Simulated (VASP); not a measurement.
# Zn5S (P4/mmm) in VASP: notebook

Zn5S is run at these levels: PBE; tasks: single point, relaxation of cell and atoms.

Everything below comes from runs of VASP 6.6.1. Logs are shortened: lines on timing, memory, paths and dates and some standing lists are left out, and cuts for length are marked.

### 1 The cell of the first run

The structure is tetragonal, space group P4/mmm (No. 123). The conventional cell has a = 7.973 Å, b = 7.973 Å, c = 9.071 Å, α = 90.00°, β = 90.00°, γ = 90.00°. Within 2.8 Å of Zn (site symmetry 4mm) lie 1 S at 2.15 Å and 1 Zn at 2.38 Å. Within 5.2 Å of Zn (site symmetry mmm) lie 2 S at 3.99 Å and 4 Zn at 4.53 Å. Zn (site symmetry 4/mmm) has 2 Zn at 2.38 Å within 3.1 Å. S (site symmetry 4/mmm) has 2 Zn at 2.15 Å within 2.8 Å.

The cell was built from a structure type or drawn by symmetry, and may not be a known phase.

### 2 Single point, PBE

INCAR reads:

```
SYSTEM = Zn5S
  PREC = Accurate
  ENCUT = 520
  EDIFF = 1E-7
  ISMEAR = 0
  SIGMA = 0.1
  LREAL = .FALSE.
  LASPH = .TRUE.
  NELM = 80
  ALGO = Normal
  ISIF = 2
  LWAVE = .FALSE.
  LCHARG = .TRUE.
  GGA = PE
  LELF = .TRUE.
  LVHAR = .TRUE.
  NBANDS = 42
```

KPOINTS reads:

```
Automatic mesh
0
G
  8 8 4
  0 0 0
```

POSCAR reads:

```
Zn5S
1.0
    7.9731927751      0.0000000000      0.0000000000
    0.0000000000      7.9731927751      0.0000000000
    0.0000000000      0.0000000000      9.0707161363
Zn S
5 1
Direct
    0.5000000000      0.5000000000      0.7373001999
    0.5000000000      0.5000000000      0.2626998001
    0.0000000000      0.5000000000      0.5000000000
    0.5000000000      0.0000000000      0.5000000000
    0.5000000000      0.5000000000      0.0000000000
    0.5000000000      0.5000000000      0.5000000000
```

Potentials or basis: VASP PAW PBE potentials, release 64 (Zn, S).

The run is started by

```
$ cat potpaw_PBE.64/Zn/POTCAR potpaw_PBE.64/S/POTCAR > POTCAR
$ mpirun -np 1 vasp_std > vasp.out
```

OUTCAR:

```text
SYSTEM = Zn5S
   PREC = Accurate
   ENCUT = 520
   EDIFF = 1E-7
   ISMEAR = 0
   LREAL = .FALSE.
   LASPH = .TRUE.
   NELM = 80
   ISIF = 2
   GGA = PE

 ion  position               nearest neighbor table
   1  0.500  0.500  0.737-   6 2.15   5 2.38
   2  0.500  0.500  0.263-   6 2.15   5 2.38
   3  0.000  0.500  0.500-
   4  0.500  0.000  0.500-
   5  0.500  0.500  0.000-   1 2.38   2 2.38
   6  0.500  0.500  0.500-   1 2.15   2 2.15

  LATTYP: Found a simple tetragonal cell.
 ALAT       =     7.9731927751
 C/A-ratio  =     1.1376516776

  Lattice vectors:

 A1 = (   7.9731927751,   0.0000000000,   0.0000000000)
 A2 = (   0.0000000000,   7.9731927751,   0.0000000000)
 A3 = (   0.0000000000,   0.0000000000,   9.0707161363)

Analysis of symmetry for initial positions (statically):
=====================================================================
 Subroutine PRICEL returns:
 Original cell was already a primitive cell.

 Routine SETGRP: Setting up the symmetry group for a
 simple tetragonal supercell.

 Subroutine GETGRP returns: Found 16 space group operations
 (whereof 16 operations were pure point group operations)
 out of a pool of 16 trial point group operations.

The static configuration has the point symmetry D_4h.

Analysis of symmetry for dynamics (positions and initial velocities):
=====================================================================
 Subroutine PRICEL returns:
 Original cell was already a primitive cell.

 Routine SETGRP: Setting up the symmetry group for a
 simple tetragonal supercell.

 Subroutine GETGRP returns: Found 16 space group operations
 (whereof 16 operations were pure point group operations)
 out of a pool of 16 trial point group operations.

The dynamic configuration has the point symmetry D_4h.

 Subroutine INISYM returns: Found 16 space group operations
 (whereof 16 operations are pure point group operations),
 and found     1 'primitive' translations

----------------------------------------------------------------------------------------

                                     Primitive cell

  volume of cell :     576.6418

  direct lattice vectors                    reciprocal lattice vectors
     7.973192775  0.000000000  0.000000000     0.125420271  0.000000000  0.000000000
     0.000000000  7.973192775  0.000000000     0.000000000  0.125420271  0.000000000
     0.000000000  0.000000000  9.070716136     0.000000000  0.000000000  0.110244879

  length of vectors
     7.973192775  7.973192775  9.070716136     0.125420271  0.125420271  0.110244879

  position of ions in fractional coordinates (direct lattice)
     0.500000000  0.500000000  0.737300200
     0.500000000  0.500000000  0.262699800
     0.000000000  0.500000000  0.500000000
     0.500000000  0.000000000  0.500000000
     0.500000000  0.500000000  0.000000000
     0.500000000  0.500000000  0.500000000

  ion indices of the primitive-cell ions
   primitive index   ion index
                 1           1
                 2           2
                 3           3
                 4           4
                 5           5
                 6           6

----------------------------------------------------------------------------------------

 KPOINTS: Automatic mesh

Automatic generation of k-mesh.
 Grid dimensions read from file:
 generate k-points for:    8    8    4

 Generating k-lattice:

  Cartesian coordinates                     Fractional coordinates (reciprocal lattice)
     0.015677534  0.000000000  0.000000000     0.125000000  0.000000000  0.000000000
     0.000000000  0.015677534  0.000000000     0.000000000  0.125000000  0.000000000
     0.000000000  0.000000000  0.027561220     0.000000000  0.000000000  0.250000000

  Length of vectors
     0.015677534  0.015677534  0.027561220

  Shift w.r.t. Gamma in fractional coordinates (k-lattice)
     0.000000000  0.000000000  0.000000000

 Subroutine IBZKPT returns following result:
 ===========================================

 Found     45 irreducible k-points:

 Following reciprocal coordinates:
            Coordinates               Weight
  0.000000  0.000000  0.000000      1.000000
  0.125000  0.000000  0.000000      4.000000
  0.250000  0.000000  0.000000      4.000000
  0.375000  0.000000  0.000000      4.000000
  0.500000  0.000000  0.000000      2.000000
  0.125000  0.125000  0.000000      4.000000
[... 16 lines left out ...]
  0.375000  0.125000  0.250000     16.000000
  0.500000  0.125000  0.250000      8.000000
 [... further k-points ...]
   k-points           NKPTS =     45   k-points in BZ     NKDIM =     45   number of bands    NBANDS=     42
   number of dos      NEDOS =    301   number of ions     NIONS =      6
   total plane-waves  NPLWV = 252000
   dimension x,y,z NGX =    60 NGY =   60 NGZ =   70
   dimension x,y,z NGXF=   120 NGYF=  120 NGZF=  140
   ions per type =               5   1
   NGX,Y,Z   is equivalent  to a cutoff of  12.51, 12.51, 12.83 a.u.
   NGXF,Y,Z  is equivalent  to a cutoff of  25.02, 25.02, 25.66 a.u.
 SYSTEM =  Zn5S
   PREC   = accura    normal or accurate (medium, high low for compatibility)
   ISTART =      0    job   : 0-new  1-cont  2-samecut
   ICHARG =      2    charge: 1-file 2-atom 10-const
   ISPIN  =      1    spin polarized calculation?
   LNONCOLLINEAR =      F non collinear calculations
   LSORBIT =      F    spin-orbit coupling
   LASPH  =      T    aspherical Exc in radial PAW
   ENCUT  =  520.0 eV  38.22 Ry    6.18 a.u.  14.82 14.82 16.87*2*pi/ulx,y,z
   NELM   =     80;   NELMIN=  2; NELMDL= -5     # of ELM steps
   EDIFF  = 0.1E-06   stopping-criterion for ELM
   LREAL  =      F    real-space projection
   EDIFFG = 0.1E-05   stopping-criterion for IOM
   NSW    =      0    number of steps for IOM
   IBRION =     -1    ionic relax: 0-MD 1-quasi-New 2-CG
   NFREE  =      0    steps in history (QN), initial steepest desc. (CG)
   ISIF   =      2    stress and relaxation
   ISYM   =      2    0-nonsym 1-usesym 2-fastsym
   POTIM  = 0.5000    time-step for ionic-motion
   TEBEG  =    0.0;   TEEND  =   0.0 temperature during run
   PSTRESS=    0.0 pullay stress
   NELECT =      66.0000    total number of electrons
   NUPDOWN=      -1.0000    fix difference up-down
   EMIN   =  10.00;   EMAX   =-10.00  energy-range for DOS
   EFERMI =   0.00;   METHOD = LEGACY
   ISMEAR =     0;   SIGMA  =   0.10  broadening in eV -4-tet -1-fermi 0-gaus
   EFERMI_NEDOS =   21; number of points for ismear=-14 and -15
   IALGO  =     38    algorithm
   IMIX   =      4    mixing-type and parameters
     AMIX     =   0.40;   BMIX     =  1.00
     AMIX_MAG =   1.60;   BMIX_MAG =  1.00
  volume/ion in A,a.u.               =      96.11       648.56
  Fermi-wavevector in a.u.,A,eV,Ry     =   0.794854  1.502057  8.596067  0.631793
  Thomas-Fermi vector in A             =   1.901068
   LORBIT       =      0    0 simple, 1 ext, 2 COOP (PROOUT), +10 PAW based schemes
   GGA     = PE    functional components
   LHFCALC =     F    Hartree Fock is set to
   AEXX    =    0.0000 exact exchange contribution
   IVDW    =     0    specifies the selected vdW correction
   LEPSILON=     F    determine dielectric tensor
   LRPA    =     F    only Hartree local field effects (RPA)
 non-spin polarized calculation
 Gauss-broadening in eV      SIGMA  =   0.10
  energy-cutoff  :      520.00
  volume of cell :      576.64
 maximum number of plane-waves:     15592
 NGX is ok and might be reduce to    60
   NGX = 29   NGY = 29   NGZ = 33

 number of electron      66.0000090 magnetization

 Free energy of the ion-electron system (eV)
  ---------------------------------------------------
  ext. energy  EPLUGINS =         0.00000000
  ---------------------------------------------------
  free energy    TOTEN  =        -6.21680864 eV

  energy without entropy =       -6.21680864  energy(sigma->0) =       -6.21680864

 E-fermi :  -3.1625     XC(G=0):  -3.7617

 val. band max:       -3.6425087117   @ k =   0.5000   0.5000   0.5000
 cond. band min:      -1.7802118240   @ k =   0.5000   0.0000   0.5000
 fundamental gap:      1.8622968877
 Fermi energy:        -3.1625157205

 k-point     1 :       0.0000    0.0000    0.0000
  band No.  band energies     occupation
      1     -15.1587      2.00000
      2     -10.6493      2.00000
      3     -10.6030      2.00000
      4     -10.3965      2.00000
      5     -10.3965      2.00000
      6     -10.2620      2.00000
[... 34 lines left out ...]
     41       0.5911      0.00000
     42       0.6714      0.00000

 k-point     2 :       0.1250    0.0000    0.0000
  band No.  band energies     occupation
      1     -15.1587      2.00000
      2     -10.6493      2.00000
      3     -10.6030      2.00000
      4     -10.3965      2.00000
      5     -10.3965      2.00000
      6     -10.2620      2.00000
[... 34 lines left out ...]
     41       0.5814      0.00000
     42       0.7940      0.00000

 k-point     3 :       0.2500    0.0000    0.0000
  band No.  band energies     occupation
      1     -15.1586      2.00000
      2     -10.6493      2.00000
      3     -10.6030      2.00000
      4     -10.3965      2.00000
      5     -10.3965      2.00000
      6     -10.2620      2.00000
[... 34 lines left out ...]
     41       0.5559      0.00000
     42       0.9487      0.00000

 k-point     4 :       0.3750    0.0000    0.0000
  band No.  band energies     occupation
      1     -15.1585      2.00000
      2     -10.6493      2.00000
      3     -10.6030      2.00000
      4     -10.3965      2.00000
      5     -10.3965      2.00000
      6     -10.2620      2.00000
[... 844 lines left out ...]
     41       0.7550      0.00000
     42       1.0518      0.00000

 k-point    23 :       0.3750    0.1250    0.2500
  band No.  band energies     occupation
      1     -15.1557      2.00000
      2     -10.9523      2.00000
      3     -10.4041      2.00000
      4     -10.4041      2.00000
      5     -10.2620      2.00000
      6     -10.2620      2.00000
[... 34 lines left out ...]
     41       0.7802      0.00000
     42       0.8989      0.00000

 k-point    24 :       0.5000    0.1250    0.2500
  band No.  band energies     occupation
      1     -15.1557      2.00000
      2     -10.9523      2.00000
      3     -10.4041      2.00000
      4     -10.4041      2.00000
      5     -10.2620      2.00000
      6     -10.2620      2.00000
[... 34 lines left out ...]
     41       0.7788      0.00000
     42       0.8380      0.00000

 [... further k-points ...]

------------------------ aborting loop because EDIFF is reached ----------------------------------------

  FORCE on cell =-STRESS in cart. coord.  units (eV):
  Direction    XX          YY          ZZ          XY          YZ          ZX
  --------------------------------------------------------------------------------------
  -------------------------------------------------------------------------------------
  Total        0.1302012      0.1302012      0.2835364      0.0000000      0.0000000      0.0000000
  in kB        0.3617591      0.3617591      0.7877952      0.0000000      0.0000000      0.0000000
  external PRESSURE =       0.5037711 kB  Pullay stress =       0.0000000 kB

 VOLUME and BASIS-vectors are now :
 -----------------------------------------------------------------------------
  energy-cutoff  :      520.00
  volume of cell :      576.64
      direct lattice vectors                 reciprocal lattice vectors
     7.973192775  0.000000000  0.000000000     0.125420271  0.000000000  0.000000000
     0.000000000  7.973192775  0.000000000     0.000000000  0.125420271  0.000000000
     0.000000000  0.000000000  9.070716136     0.000000000  0.000000000  0.110244879

 POSITION                                       TOTAL-FORCE (eV/Angst)
 -----------------------------------------------------------------------------------
      3.98660      3.98660      6.68784        -0.000000     -0.000000      0.016630
      3.98660      3.98660      2.38288         0.000000      0.000000     -0.016630
      0.00000      3.98660      4.53536        -0.000000     -0.000000      0.000000
      3.98660      0.00000      4.53536        -0.000000     -0.000000      0.000000
      3.98660      3.98660      0.00000        -0.000000     -0.000000      0.000000
      3.98660      3.98660      4.53536        -0.000000     -0.000000      0.000000
 -----------------------------------------------------------------------------------
    total drift:                                0.000000      0.000000      0.000000

  FREE ENERGIE OF THE ION-ELECTRON SYSTEM (eV)
  ---------------------------------------------------
  free  energy   TOTEN  =        -6.2168086378 eV

  energy  without entropy=       -6.2168086378  energy(sigma->0) =       -6.21680864
```

It took 41 min on 1 thread of Oxide Virtual Turin-like, shared host; peak memory 1.1 GiB.

What came out:

- Free energy: -6.2168 eV
- Pressure: 0.1 GPa
- Largest force: 0.017 eV/Å
- Band gap on the k mesh: 1.86 eV

Forces in eV/Å, atoms in the order of the input:
```
Zn   0.000  0.000  0.017
Zn   0.000  0.000 -0.017
Zn   0.000  0.000  0.000
Zn   0.000  0.000  0.000
Zn   0.000  0.000  0.000
S    0.000  0.000  0.000
```

Levels at points of the mesh, in eV from the valence-band top:
| k point | band 29 | band 30 | band 31 | band 32 | band 33 | band 34 | band 35 | band 36 | band 37 | band 38 |
| --- | --- | --- | --- | --- | --- | --- | --- | --- | --- | --- |
| (0.00, 0.00, 0.00) | -0.89 | -0.89 | -0.80 | -0.55 | -0.24 | 2.34 | 2.51 | 2.51 | 3.60 | 3.60 |
| (0.50, 0.00, 0.00) | -1.33 | -0.89 | -0.67 | -0.23 | -0.01 | 2.28 | 2.36 | 2.54 | 3.00 | 3.62 |
| (0.50, 0.50, 0.00) | -1.32 | -1.32 | -0.23 | -0.01 | -0.01 | 2.19 | 2.40 | 2.40 | 3.04 | 3.04 |
| (0.00, 0.00, 0.50) | -1.63 | -0.86 | -0.86 | -0.71 | -0.55 | 2.13 | 2.13 | 3.39 | 4.01 | 4.01 |
| (0.50, 0.00, 0.50) | -1.60 | -1.31 | -0.86 | -0.63 | 0.00 | 1.86 | 2.15 | 3.74 | 3.95 | 4.20 |
| (0.50, 0.50, 0.50) | -1.58 | -1.30 | -1.30 | 0.00 | 0.00 | 1.89 | 1.89 | 3.34 | 3.87 | 4.35 |

[end of part 1 of 2]
